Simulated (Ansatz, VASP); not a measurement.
## AlFe in VASP and in Ansatz

```
Al Fe
1.0
     2.59308    0.00000    0.00000
     0.00000    2.59308    0.00000
     0.00000    0.00000    3.42468
Al Fe
1 1
Direct
  0.00000 0.00000 0.00000
  0.50000 0.50000 0.50000
```

Alike in both runs: task single point; functional PBEsol; k mesh 18 × 18 × 18; occupations gaussian, width 0.15 eV; collinear spin.

|  | VASP | Ansatz |
| --- | --- | --- |
| version | VASP 6.6.1 | Ansatz 0.2.0 |
| potentials or method | VASP PAW PBE potentials, release 64 (Al, Fe), cutoff 520 eV | scalar-relativistic, plane waves, PAW |
| valence electrons in the cell | 11 | 19 |

VASP gave:

| Quantity | Value |
| --- | --- |
| gap on the k mesh at the Fermi level (eV) | none |
| pressure (GPa) | 9.0 |
| traceless stress, the component that is largest in VASP (GPa) | -4.89 |
| net moment per atom (μB) | 0.72 |
| size of the moment on the site where the two differ most (μB) | 0.03 |

Problem. Estimate Ansatz's values.

Solution. gap on the k mesh at the Fermi level (eV): none; pressure (GPa): 8.8; traceless stress, the component that is largest in VASP (GPa): -4.55; net moment per atom (μB): 0.72; size of the moment on the site where the two differ most (μB): 0.04.

VASP's potentials were made for PBE, not for PBEsol. Site moments also hang on the region over which each program counts them. A gap of «none» marks a metal or a gap that the smearing closes. VASP's potentials hold 11 valence electrons a cell and Ansatz's 19, so a difference there can come from the potentials and not from the codes.
